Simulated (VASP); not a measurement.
# Al2Cu (P4/mmm) in VASP: notebook

Al2Cu is run at these levels: PBE; tasks: single point, relaxation of cell and atoms.

Program: VASP 6.6.1. These are calculated values, not measurements. Logs are shortened: lines on timing, memory, paths and dates and some standing lists are left out, and cuts for length are marked.

## 1. The cell of the first run

The structure is tetragonal, space group P4/mmm (No. 123). Conventional cell: a = 4.105 Å, b = 4.105 Å, c = 2.891 Å, α = 90.00°, β = 90.00°, γ = 90.00°. Al (site symmetry mmm) has 4 Cu at 2.51 Å and 6 Al at 2.89 to 2.90 Å within 3.3 Å. Within 3.3 Å of Cu (site symmetry 4/mmm) lie 8 Al at 2.51 Å and 2 Cu at 2.89 Å.

## 2. Single point, PBE

INCAR reads:

```
PREC = Accurate ; ENCUT = 520
EDIFF = 1E-6 ; ISMEAR = 0
SIGMA = 0.1 ; LREAL = F
LASPH = T ; NELM = 100
ALGO = Fast ; ISIF = 2
LWAVE = F ; LCHARG = F
GGA = PE ; NBANDS = 16
```

KPOINTS reads:

```
Automatic mesh
0
Gamma
  4 4 6
```

POSCAR reads:

```
Al2Cu
1.0
    4.1051821700      0.0000000000      0.0000000000
    0.0000000000      4.1051821700      0.0000000000
    0.0000000000      0.0000000000      2.8913130800
Al Cu
2 1
Direct
    0.5000000000      0.0000000000      0.5000000000
    0.0000000000      0.5000000000      0.5000000000
    0.0000000000      0.0000000000      0.0000000000
```

Potentials or basis: VASP PAW PBE potentials, release 64 (Al, Cu).

Launch:

```
$ cat potpaw_PBE.64/Al/POTCAR potpaw_PBE.64/Cu/POTCAR > POTCAR
$ mpirun -np 1 vasp_std > vasp.out
```

OUTCAR:

```text
PREC = Accurate
   ENCUT = 520
   EDIFF = 1E-6
   ISMEAR = 0
   LREAL = F
   LASPH = T
   NELM = 100
   ISIF = 2
   GGA = PE

 ion  position               nearest neighbor table
   1  0.500  0.000  0.500-   3 2.51   3 2.51   3 2.51   3 2.51   2 2.90   2 2.90   2 2.90   2 2.90

   2  0.000  0.500  0.500-   3 2.51   3 2.51   3 2.51   3 2.51   1 2.90   1 2.90   1 2.90   1 2.90

   3  0.000  0.000  0.000-   1 2.51   2 2.51   1 2.51   2 2.51   2 2.51   2 2.51   1 2.51   1 2.51

  LATTYP: Found a simple tetragonal cell.
 ALAT       =     4.1051821700
 C/A-ratio  =     0.7043081063

  Lattice vectors:

 A1 = (   4.1051821700,   0.0000000000,   0.0000000000)
 A2 = (   0.0000000000,   4.1051821700,   0.0000000000)
 A3 = (   0.0000000000,   0.0000000000,   2.8913130800)

Analysis of symmetry for initial positions (statically):
=====================================================================
 Subroutine PRICEL returns:
 Original cell was already a primitive cell.

 Routine SETGRP: Setting up the symmetry group for a
 simple tetragonal supercell.

 Subroutine GETGRP returns: Found 16 space group operations
 (whereof 16 operations were pure point group operations)
 out of a pool of 16 trial point group operations.

The static configuration has the point symmetry D_4h.

Analysis of symmetry for dynamics (positions and initial velocities):
=====================================================================
 Subroutine PRICEL returns:
 Original cell was already a primitive cell.

 Routine SETGRP: Setting up the symmetry group for a
 simple tetragonal supercell.

 Subroutine GETGRP returns: Found 16 space group operations
 (whereof 16 operations were pure point group operations)
 out of a pool of 16 trial point group operations.

The dynamic configuration has the point symmetry D_4h.

 Subroutine INISYM returns: Found 16 space group operations
 (whereof 16 operations are pure point group operations),
 and found     1 'primitive' translations

----------------------------------------------------------------------------------------

                                     Primitive cell

  volume of cell :      48.7259

  direct lattice vectors                    reciprocal lattice vectors
     4.105182170  0.000000000  0.000000000     0.243594549  0.000000000  0.000000000
     0.000000000  4.105182170  0.000000000     0.000000000  0.243594549  0.000000000
     0.000000000  0.000000000  2.891313080     0.000000000  0.000000000  0.345863617

  length of vectors
     4.105182170  4.105182170  2.891313080     0.243594549  0.243594549  0.345863617

  position of ions in fractional coordinates (direct lattice)
     0.500000000  0.000000000  0.500000000
     0.000000000  0.500000000  0.500000000
     0.000000000  0.000000000  0.000000000

  ion indices of the primitive-cell ions
   primitive index   ion index
                 1           1
                 2           2
                 3           3

----------------------------------------------------------------------------------------

 KPOINTS: Automatic mesh

Automatic generation of k-mesh.
 Grid dimensions read from file:
 generate k-points for:    4    4    6

 Generating k-lattice:

  Cartesian coordinates                     Fractional coordinates (reciprocal lattice)
     0.060898637  0.000000000  0.000000000     0.250000000  0.000000000  0.000000000
     0.000000000  0.060898637  0.000000000     0.000000000  0.250000000  0.000000000
     0.000000000  0.000000000  0.057643936     0.000000000  0.000000000  0.166666667

  Length of vectors
     0.060898637  0.060898637  0.057643936

  Shift w.r.t. Gamma in fractional coordinates (k-lattice)
     0.000000000  0.000000000  0.000000000

 Subroutine IBZKPT returns following result:
 ===========================================

 Found     24 irreducible k-points:

 Following reciprocal coordinates:
            Coordinates               Weight
  0.000000  0.000000  0.000000      1.000000
  0.250000  0.000000  0.000000      4.000000
  0.500000  0.000000  0.000000      2.000000
  0.250000  0.250000  0.000000      4.000000
  0.500000  0.250000  0.000000      4.000000
  0.500000  0.500000  0.000000      1.000000
[... 16 lines left out ...]
  0.500000  0.250000  0.500000      4.000000
  0.500000  0.500000  0.500000      1.000000
   k-points           NKPTS =     24   k-points in BZ     NKDIM =     24   number of bands    NBANDS=     16
   number of dos      NEDOS =    301   number of ions     NIONS =      3
   total plane-waves  NPLWV =  24576
   dimension x,y,z NGX =    32 NGY =   32 NGZ =   24
   dimension x,y,z NGXF=    64 NGYF=   64 NGZF=   48
   ions per type =               2   1
   NGX,Y,Z   is equivalent  to a cutoff of  12.96, 12.96, 13.80 a.u.
   NGXF,Y,Z  is equivalent  to a cutoff of  25.92, 25.92, 27.60 a.u.
 SYSTEM =  unknown system
   PREC   = accura    normal or accurate (medium, high low for compatibility)
   ISTART =      0    job   : 0-new  1-cont  2-samecut
   ICHARG =      2    charge: 1-file 2-atom 10-const
   ISPIN  =      1    spin polarized calculation?
   LNONCOLLINEAR =      F non collinear calculations
   LSORBIT =      F    spin-orbit coupling
   LASPH  =      T    aspherical Exc in radial PAW
   ENCUT  =  520.0 eV  38.22 Ry    6.18 a.u.   7.63  7.63  5.38*2*pi/ulx,y,z
   NELM   =    100;   NELMIN=  2; NELMDL= -5     # of ELM steps
   EDIFF  = 0.1E-05   stopping-criterion for ELM
   LREAL  =      F    real-space projection
   EDIFFG = 0.1E-04   stopping-criterion for IOM
   NSW    =      0    number of steps for IOM
   IBRION =     -1    ionic relax: 0-MD 1-quasi-New 2-CG
   NFREE  =      0    steps in history (QN), initial steepest desc. (CG)
   ISIF   =      2    stress and relaxation
   ISYM   =      2    0-nonsym 1-usesym 2-fastsym
   POTIM  = 0.5000    time-step for ionic-motion
   TEBEG  =    0.0;   TEEND  =   0.0 temperature during run
   PSTRESS=    0.0 pullay stress
   NELECT =      17.0000    total number of electrons
   NUPDOWN=      -1.0000    fix difference up-down
   EMIN   =  10.00;   EMAX   =-10.00  energy-range for DOS
   EFERMI =   0.00;   METHOD = LEGACY
   ISMEAR =     0;   SIGMA  =   0.10  broadening in eV -4-tet -1-fermi 0-gaus
   EFERMI_NEDOS =   21; number of points for ismear=-14 and -15
   IALGO  =     68    algorithm
   IMIX   =      4    mixing-type and parameters
     AMIX     =   0.40;   BMIX     =  1.00
     AMIX_MAG =   1.60;   BMIX_MAG =  1.00
  volume/ion in A,a.u.               =      16.24       109.61
  Fermi-wavevector in a.u.,A,eV,Ry     =   1.152492  2.177894 18.071763  1.328237
  Thomas-Fermi vector in A             =   2.289142
   LORBIT       =      0    0 simple, 1 ext, 2 COOP (PROOUT), +10 PAW based schemes
   GGA     = PE    functional components
   LHFCALC =     F    Hartree Fock is set to
   AEXX    =    0.0000 exact exchange contribution
   IVDW    =     0    specifies the selected vdW correction
   LEPSILON=     F    determine dielectric tensor
   LRPA    =     F    only Hartree local field effects (RPA)
 non-spin polarized calculation
 RMM-DIIS sequential band-by-band and
 Gauss-broadening in eV      SIGMA  =   0.10
  energy-cutoff  :      520.00
  volume of cell :       48.73
 maximum number of plane-waves:      1339
 NGX is ok and might be reduce to    32
   NGX = 15   NGY = 15   NGZ = 11

 number of electron      16.9999979 magnetization

 Free energy of the ion-electron system (eV)
  ---------------------------------------------------
  ext. energy  EPLUGINS =         0.00000000
  ---------------------------------------------------
  free energy    TOTEN  =       -11.26750207 eV

  energy without entropy =      -11.26583995  energy(sigma->0) =      -11.26667101

 E-fermi :   7.0665     XC(G=0): -10.3877

 val. band max:        7.0383517281   @ k =   0.5000   0.5000   0.5000
 cond. band min:       7.3060493287   @ k =   0.0000   0.0000   0.3333
 fundamental gap:      0.2676976005
 Fermi energy:         7.0664892927

 k-point     1 :       0.0000    0.0000    0.0000
  band No.  band energies     occupation
      1      -3.3719      2.00000
      2       1.7352      2.00000
      3       2.2600      2.00000
      4       2.8917      2.00000
      5       3.0933      2.00000
      6       3.0933      2.00000
[... 8 lines left out ...]
     15      14.2548      0.00000
     16      19.5166      0.00000

 k-point     2 :       0.2500    0.0000    0.0000
  band No.  band energies     occupation
      1      -2.8553      2.00000
      2       1.1371      2.00000
      3       2.1791      2.00000
      4       2.7754      2.00000
      5       3.0769      2.00000
      6       3.0957      2.00000
[... 8 lines left out ...]
     15      17.9587      0.00000
     16      18.1478      0.00000

 k-point     3 :       0.5000    0.0000    0.0000
  band No.  band energies     occupation
      1      -1.8154      2.00000
      2      -0.4761      2.00000
      3       2.1889      2.00000
      4       2.6845      2.00000
      5       2.8313      2.00000
      6       3.0607      2.00000
[... 8 lines left out ...]
     15      16.4007      0.00000
     16      18.0408      0.00000

 k-point     4 :       0.2500    0.2500    0.0000
  band No.  band energies     occupation
      1      -2.3354      2.00000
      2       1.2509      2.00000
      3       1.8102      2.00000
      4       2.5868      2.00000
      5       3.0792      2.00000
      6       3.0806      2.00000
[... 8 lines left out ...]
     15      17.9758      0.00000
     16      18.2635      0.00000
[... 324 lines left out ...]
 k-point    22 :       0.2500    0.2500    0.5000
  band No.  band energies     occupation
      1       1.1433      2.00000
      2       1.8658      2.00000
      3       2.0050      2.00000
      4       2.5597      2.00000
      5       2.5876      2.00000
      6       2.9709      2.00000
[... 8 lines left out ...]
     15      14.9863      0.00000
     16      15.1586      0.00000

 k-point    23 :       0.5000    0.2500    0.5000
  band No.  band energies     occupation
      1       1.4329      2.00000
      2       1.7311      2.00000
      3       2.4391      2.00000
      4       2.8974      2.00000
      5       2.9993      2.00000
      6       3.0414      2.00000
[... 8 lines left out ...]
     15      16.7637      0.00000
     16      17.0070      0.00000

 k-point    24 :       0.5000    0.5000    0.5000
  band No.  band energies     occupation
      1       1.5966      2.00000
      2       1.5966      2.00000
      3       2.8322      2.00000
      4       2.8941      2.00000
      5       3.2382      2.00000
      6       3.6833      2.00000
[... 8 lines left out ...]
     15      20.1240      0.00000
     16      21.6228      0.00000

------------------------ aborting loop because EDIFF is reached ----------------------------------------

  FORCE on cell =-STRESS in cart. coord.  units (eV):
  Direction    XX          YY          ZZ          XY          YZ          ZX
  --------------------------------------------------------------------------------------
  -------------------------------------------------------------------------------------
  Total       -0.1746386     -0.1746386      0.8441938      0.0000000     -0.0000000      0.0000000
  in kB       -5.7423667     -5.7423667     27.7582940      0.0000000     -0.0000000      0.0000000
  external PRESSURE =       5.4245202 kB  Pullay stress =       0.0000000 kB

 VOLUME and BASIS-vectors are now :
 -----------------------------------------------------------------------------
  energy-cutoff  :      520.00
  volume of cell :       48.73
      direct lattice vectors                 reciprocal lattice vectors
     4.105182170  0.000000000  0.000000000     0.243594549  0.000000000  0.000000000
     0.000000000  4.105182170  0.000000000     0.000000000  0.243594549  0.000000000
     0.000000000  0.000000000  2.891313080     0.000000000  0.000000000  0.345863617

 POSITION                                       TOTAL-FORCE (eV/Angst)
 -----------------------------------------------------------------------------------
      2.05259      0.00000      1.44566         0.000000      0.000000      0.000000
      0.00000      2.05259      1.44566         0.000000      0.000000      0.000000
      0.00000      0.00000      0.00000         0.000000      0.000000      0.000000
 -----------------------------------------------------------------------------------
    total drift:                               -0.000000     -0.000000      0.000000

  FREE ENERGIE OF THE ION-ELECTRON SYSTEM (eV)
  ---------------------------------------------------
  free  energy   TOTEN  =       -11.2675020721 eV

  energy  without entropy=      -11.2658399491  energy(sigma->0) =      -11.26667101
```

Run time: 12 s. Hardware: 1 thread of Intel Xeon 6975P-C (Granite Rapids), shared host; peak memory 0.16 GiB.

What came out:

| Property | Result |
| --- | --- |
| Free energy | -11.2675 eV |
| Pressure | 0.5 GPa |

Caveat: the k points lie up to 0.38 Å⁻¹ apart.

## 3. Single point, PBE

This run uses another cell than the first one, of 16.34 Å³/atom, 1.006 times its volume.

INCAR reads:

```
SYSTEM = Al2Cu
ALGO     = Fast           ! electronic algorithm
EDIFF    = 1E-6           ! SCF threshold, eV
ENCUT    = 520            ! plane-wave cutoff, eV
GGA      = PE             ! functional
ISIF     = 2              ! what is computed and relaxed
ISMEAR   = 0              ! smearing method
LASPH    = .TRUE.         ! aspherical terms in the spheres
LCHARG   = .TRUE.         ! write CHGCAR
LELF     = .TRUE.         ! ELF
LREAL    = .FALSE.        ! projectors in reciprocal space
LVHAR    = .TRUE.       
LWAVE    = .FALSE.        ! write WAVECAR
NBANDS   = 16             ! bands
NELM     = 100            ! most SCF steps
PREC     = Accurate       ! precision mode
SIGMA    = 0.1            ! smearing width, eV
```

KPOINTS reads:

```
k-points
0
G
  12 12 16
  0 0 0
```

POSCAR reads:

```
Al2Cu
1.0
    4.1335526395      0.0000000000      0.0000000000
    0.0000000000      4.1335526395      0.0000000000
    0.0000000000      0.0000000000      2.8692834814
Al Cu
2 1
Direct
    0.5000000000      0.0000000000      0.5000000000
    0.0000000000      0.5000000000      0.5000000000
    0.0000000000      0.0000000000      0.0000000000
```

Potentials or basis: VASP PAW PBE potentials, release 64 (Al, Cu).

Launch:

```
$ cat potpaw_PBE.64/Al/POTCAR potpaw_PBE.64/Cu/POTCAR > POTCAR
$ mpirun -np 1 vasp_std > vasp.out
```

It took 68 s on 1 thread of Intel Xeon 6975P-C (Granite Rapids), shared host; peak memory 0.3 GiB.

It converged, with:

- Free energy: -11.2985 eV
- Pressure: 0.0 GPa

Levels at points of the mesh, in eV from the Fermi level:
```
           k point  band 7  band 8  band 9  band 10  band 11  band 12
(0.00, 0.00, 0.00)   -2.40   -2.40   -0.22     0.89     6.00     6.00
(0.50, 0.00, 0.00)   -3.97   -1.10    1.51     1.68     1.78     7.66
(0.50, 0.50, 0.00)   -3.99   -3.99   -2.39     8.50     8.50     9.59
(0.00, 0.00, 0.50)   -2.92    2.40    2.56     2.56     2.78     2.78
(0.50, 0.00, 0.50)   -2.99   -2.38   -1.63     3.69     3.99     4.37
(0.50, 0.50, 0.50)   -2.24   -2.24   -0.77    -0.75    -0.05    -0.05
```

## 4. Relaxation of cell and atoms, PBE

INCAR reads:

```
SYSTEM = Al2Cu
PREC = Accurate
ENCUT = 600
EDIFF = 1E-7
ISMEAR = 0
SIGMA = 0.1
LREAL = .False.
LASPH = .True.
NELM = 100
ALGO = Fast
ISIF = 3
LWAVE = .False.
LCHARG = .False.
GGA = PE
IBRION = 2
NSW = 100
EDIFFG = -0.01
```

KPOINTS reads:

```
regular mesh
0
Gamma
  12 12 16
  0 0 0
```

POSCAR reads:

```
Al2Cu
1.0
    4.1051821700      0.0000000000      0.0000000000
    0.0000000000      4.1051821700      0.0000000000
    0.0000000000      0.0000000000      2.8913130800
Al Cu
2 1
Direct
    0.5000000000      0.0000000000      0.5000000000
    0.0000000000      0.5000000000      0.5000000000
    0.0000000000      0.0000000000      0.0000000000
```

Launch:

```
$ cat potpaw_PBE.64/Al/POTCAR potpaw_PBE.64/Cu/POTCAR > POTCAR
$ mpirun -np 1 vasp_std > vasp.out
```

It took 3.6 min on 1 thread of Intel Xeon 6975P-C (Granite Rapids), shared host; peak memory 0.34 GiB.

It converged, with:

```
Free energy                            : -11.2988 eV
Relaxed volume                         : 16.38 Å³/atom
Relaxed cell                           : a = 4.137 Å, b = 4.137 Å, c = 2.870 Å, α = 90.00°, β = 90.00°, γ = 90.00°
Space group after relaxing (to 0.05 Å) : P4/mmm (No. 123)
Energy gained by relaxing              : 1.0 meV/atom
Ionic steps                            : 5
Pressure after relaxing                : -0.1 GPa
```

The path:
```csv
step,energy change (eV),largest force (eV/Å),pressure (GPa),volume (Å³)
1,0.0000,0.0000,0.68,48.73
2,-0.0023,0.0000,-0.19,49.21
3,-0.0023,0.0000,-0.33,49.29
4,-0.0030,0.0000,-0.13,49.17
5,-0.0030,0.0000,-0.06,49.14
```

Final structure:
```
CELL_PARAMETERS angstrom
4.13739 0.00000 0.00000
0.00000 4.13739 0.00000
0.00000 0.00000 2.87049
ATOMIC_POSITIONS crystal
Al 0.50000 0.00000 0.50000
Al 0.00000 0.50000 0.50000
Cu 0.00000 0.00000 0.00000
```

Levels at points of the mesh, in eV from the Fermi level:
| k point | band 5 | band 6 | band 7 | band 8 | band 9 | band 10 | band 11 | band 12 |
| --- | --- | --- | --- | --- | --- | --- | --- | --- |
| (0.00, 0.00, 0.00) | -3.96 | -3.96 | -2.39 | -2.39 | -0.23 | 0.89 | 5.99 | 5.99 |
| (0.50, 0.00, 0.00) | -4.26 | -3.99 | -3.96 | -1.10 | 1.51 | 1.67 | 1.77 | 7.66 |
| (0.50, 0.50, 0.00) | -4.30 | -4.16 | -3.99 | -3.99 | -2.39 | 8.50 | 8.50 | 9.59 |
| (0.00, 0.00, 0.50) | -4.69 | -4.00 | -2.91 | 2.39 | 2.56 | 2.56 | 2.78 | 2.78 |
| (0.50, 0.00, 0.50) | -4.08 | -4.06 | -2.99 | -2.38 | -1.62 | 3.68 | 3.99 | 4.36 |
| (0.50, 0.50, 0.50) | -3.85 | -3.36 | -2.23 | -2.23 | -0.77 | -0.75 | -0.05 | -0.05 |

Caveat: the bands computed are all filled at some k points, so no gap is given.

## 5. Summary

```tsv
task	cell	k mesh	cutoff (eV)	gap on the mesh (eV)	pressure (GPa)
single point	a = 4.105, b = 4.105, c = 2.891 Å, 3 atoms	4 × 4 × 6	520	none	0.5
single point	a = 4.134, b = 4.134, c = 2.869 Å, 3 atoms	12 × 12 × 16	520	none	0.0
relaxation of cell and atoms	relaxed from a = 4.105, b = 4.105, c = 2.891 Å, 3 atoms	12 × 12 × 16	600	-	-0.1
```

Alike in all rows: level PBE; potentials or basis VASP PAW PBE potentials, release 64 (Al, Cu); no spin polarisation; smearing gaussian 0.1 eV.

Caveats: some runs use coarse meshes; the bands computed are all filled at some k points, so no gap is given (some runs).

Total energies depend on the potentials used, so only differences within one code and one set of settings carry meaning.
